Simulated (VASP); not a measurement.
Here is a VASP 6.6.1 calculation.

The input INCAR:

```
SYSTEM = Al6N5
ALGO = Normal
EDIFF = 1E-7
ENCUT = 520
GGA = PS
ISIF = 2
ISMEAR = 0
LASPH = .TRUE.
LCHARG = .FALSE.
LREAL = .FALSE.
LWAVE = .FALSE.
NBANDS = 32
NELECT = 40.0
NELM = 80
PREC = Accurate
SIGMA = 0.05
```

File KPOINTS:

```
k-points
0
G
  6 6 6
  0 0 0
```

The input POSCAR:

```
Al6N5
1.0
   -3.3014697842      0.0000000000      4.1398709024
    1.6507348921     -2.8591567030      4.1398709024
    1.6507348921      2.8591567030      4.1398709024
Al N
6 5
Direct
    0.2500000000      0.9166666667      0.5833333333
    0.5833333333      0.2500000000      0.9166666667
    0.9166666667      0.5833333333      0.2500000000
    0.7500000000      0.0833333333      0.4166666667
    0.0833333333      0.4166666667      0.7500000000
    0.4166666667      0.7500000000      0.0833333333
    0.4166666667      0.0833333333      0.7500000000
    0.7500000000      0.4166666667      0.0833333333
    1.0000000000      0.0000000000      0.5000000000
    0.2500000000      0.5833333333      0.9166666667
    0.5833333333      0.9166666667      0.2500000000
```

Potentials or basis: VASP PAW PBE potentials, release 64 (Al, N).

Run with:

```console
$ cat potpaw_PBE.64/Al/POTCAR potpaw_PBE.64/N/POTCAR > POTCAR
$ mpirun -np 1 vasp_std > vasp.out
```

**Question.** What does it give for the largest force?

**Answer.** 23.861 eV/Å.

Forces in eV/Å, atoms in the order of the input:
```
Al  -13.798   7.716  17.873
Al    1.001   1.168  -0.379
Al   -0.538  -1.473  -2.997
Al   13.798  -7.716 -17.873
Al    0.538   1.473   2.997
Al   -1.001  -1.168   0.379
N     1.300  -1.223  -0.133
N    -0.134  -0.882  -0.879
N     0.000   0.000   0.000
N     0.134   0.882   0.879
N    -1.300   1.223   0.133
```

Caveat: the cell carries a net charge on a neutralising background, which shifts energy and pressure; the cell differs from its parent crystal (atoms taken out, atom 9 moved 0.500 of the way to it and +0.000 Å across, host rigid); the PAW data sets were made with another functional, which shifts forces and pressure a little.
